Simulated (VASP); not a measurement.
Input of a VASP 6.6.1 run:

File POSCAR:

```
La
1.0
    3.6993181115      0.0000000000      0.0000000000
   -1.8496590557      3.2037034612      0.0000000000
    0.0000000000      0.0000000000      5.9879629165
La
2
Direct
    0.6666666667      0.3333333333      0.7500000000
    0.3333333333      0.6666666667      0.2500000000
```

Contents of INCAR.step1:

```
ALGO = Normal
EDIFF = 1E-4
ENCUT = 520
GGA = PE
ISMEAR = -1
LASPH = T
LCHARG = F
LREAL = F
LWAVE = T
NBANDS = 18
NELM = 100
PREC = Accurate
SIGMA = 0.05
```

Contents of INCAR.step2:

```
ALGO = Normal
EDIFF = 1E-6
ENCUT = 520
ISIF = 2
ISMEAR = -1
ISTART = 1
LASPH = T
LCHARG = T
LELF = T
LMIXTAU = T
LREAL = F
LVHAR = T
LWAVE = F
METAGGA = R2SCAN
NBANDS = 18
NELM = 100
PREC = Accurate
SIGMA = 0.05
```

The input KPOINTS:

```
k-points
0
Gamma
  8 8 5
```

Potentials or basis: VASP PAW PBE potentials, release 64 (La).

Launch:

```bash
$ cat potpaw_PBE.64/La/POTCAR > POTCAR
$ cp INCAR.step1 INCAR
$ mpirun -np 1 vasp_std > vasp.out
$ cp INCAR.step2 INCAR
$ mpirun -np 1 vasp_std > vasp.out
```

Question: Predict the pressure.

Answer: 2.0 GPa.

Question: Predict the band gap on the k mesh.

Answer: Zero (band 11 reaches 9.73 eV, above the bottom of band 12 at 8.19 eV).

Stress tensor (GPa, compression positive):
```
2.31 0.00 0.00
0.00 2.31 0.00
0.00 0.00 1.42
```

Caveat: the PAW data sets were made with another functional, which shifts forces and pressure a little; spin-orbit coupling is left out, which moves the levels of the heavy elements.
